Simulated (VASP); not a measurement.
**Li3OF: single point with r2SCAN**

Crystal: Li3OF.

```
F O Li
1.0
     3.71356    0.00000    0.00000
     0.00000    3.71356    0.00000
     0.00000    0.00000    3.71356
F O Li
1 1 3
Cartesian
  0.0000 0.0000 0.0000
  1.8568 1.8568 1.8568
  1.8568 1.8568 0.0000
  1.8568 0.0000 1.8568
  0.0000 1.8568 1.8568
```

This cell differs from its parent crystal: volume changed by +6%.

```
Program                : VASP 6.6.1
Task                   : single point
Functional             : r2SCAN
Potentials or basis    : VASP PAW PBE potentials, release 64 (F, O, Li_sv)
Cutoff                 : 520 eV
k mesh                 : 6 × 6 × 6
Occupations            : gaussian, width 0.01 eV
Spin                   : no spin polarisation
Dipole correction      : no
Further INCAR settings : ALGO = Normal; EDIFF = 1e-06; NBANDS = 19
```

The band gap on the k mesh is 5.34 eV, indirect (least direct gap 5.97 eV).

Levels at points of the mesh, in eV from the valence-band top:
```
           k point  band 7  band 8  band 9  band 10  band 11  band 12  band 13  band 14  band 15  band 16
(0.00, 0.00, 0.00)   -2.40   -2.40   -0.63    -0.63    -0.63     5.34    12.02    12.02    13.24    13.24
(0.50, 0.00, 0.00)   -2.04   -2.04   -0.87    -0.87    -0.84     7.57     9.26    11.05    12.63    12.63
(0.50, 0.50, 0.00)   -2.84   -1.96   -0.70     0.00     0.00     6.29    10.31    10.31    11.26    12.13
(0.50, 0.50, 0.50)   -2.58   -2.58   -0.26    -0.26    -0.26     8.26     8.26     8.26    14.00    14.00
```

Wall time 52 s on 1 thread of AMD EPYC 9R14 (Zen 4) (shared host), peak memory 0.13 GiB.

 A k mesh can miss the band edges.
